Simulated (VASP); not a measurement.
Wanted: the native input for a VASP 6.6.1 run.

```yaml
Task: single point
Functional: HSE06
Potentials_or_basis: VASP PAW PBE potentials, release 64 (Pb_d, Te)
Cutoff: 520 eV
k_mesh: 4 × 4 × 4
Occupations: fermi-dirac, width 0.05 eV
Spin: no spin polarisation
Dipole_correction: no
Grid_for_exact_exchange_PRECFOCK: Normal
Further_INCAR_settings: ALGO = Normal; EDIFF = 1e-06; NBANDS = 17
Share_of_exact_exchange: 0.25
Screening_parameter: 0.2079 1/Å
```

The system is TePb (rock salt type).

```
Pb Te
1.0
     0.00000    3.28500    3.28500
     3.28500    0.00000    3.28500
     3.28500    3.28500    0.00000
Pb Te
1 1
Direct
  0.00527 0.00527 0.00527
  0.50000 0.50000 0.50000
```

One way to write it, as run:

POSCAR

```
TePb
1.0
    0.0000000000      3.2850000000      3.2850000000
    3.2850000000      0.0000000000      3.2850000000
    3.2850000000      3.2850000000      0.0000000000
Pb Te
1 1
Direct
    0.0052726052      0.0052726052      0.0052726052
    0.5000000000      0.5000000000      0.5000000000
```

INCAR.step1

```
ALGO = Normal ; EDIFF = 1E-5
ENCUT = 520 ; GGA = PE
ISIF = 2 ; ISMEAR = -1
LASPH = T ; LREAL = F
LWAVE = T ; NBANDS = 17
NELM = 80 ; PREC = Accurate
SIGMA = 0.05
```

INCAR.step2

```
ALGO = Normal ; EDIFF = 1E-6
ENCUT = 520 ; GGA = PE
HFSCREEN = 0.2079 ; ISIF = 2
ISMEAR = -1 ; ISTART = 1
LASPH = T ; LCHARG = T
LELF = T ; LHFCALC = T
LREAL = F ; LVHAR = T
LWAVE = F ; NBANDS = 17
NELM = 80 ; PREC = Accurate
PRECFOCK = Normal ; SIGMA = 0.05
```

KPOINTS

```
k-points
0
Gamma
  4 4 4
```

Potentials or basis: VASP PAW PBE potentials, release 64 (Pb_d, Te).

Command:

```console
$ cat potpaw_PBE.64/Pb_d/POTCAR potpaw_PBE.64/Te/POTCAR > POTCAR
$ cp INCAR.step1 INCAR
$ mpirun -np 1 vasp_std > vasp.out
$ cp INCAR.step2 INCAR
$ mpirun -np 1 vasp_std > vasp.out
```

Results of the run:

```json
{"Pressure": "-1.1 GPa", "Largest force": "0.042 eV/Å", "Band gap on the k mesh": "1.21 eV"}
```

Caveat: the PAW data sets were made with another functional, which shifts forces and pressure a little; spin-orbit coupling is left out, which moves the levels of the heavy elements.

Wall time 11 min on 1 thread of Intel(R) Xeon(R) 6975P-C (Granite Rapids) (shared host), peak memory 0.33 GiB.
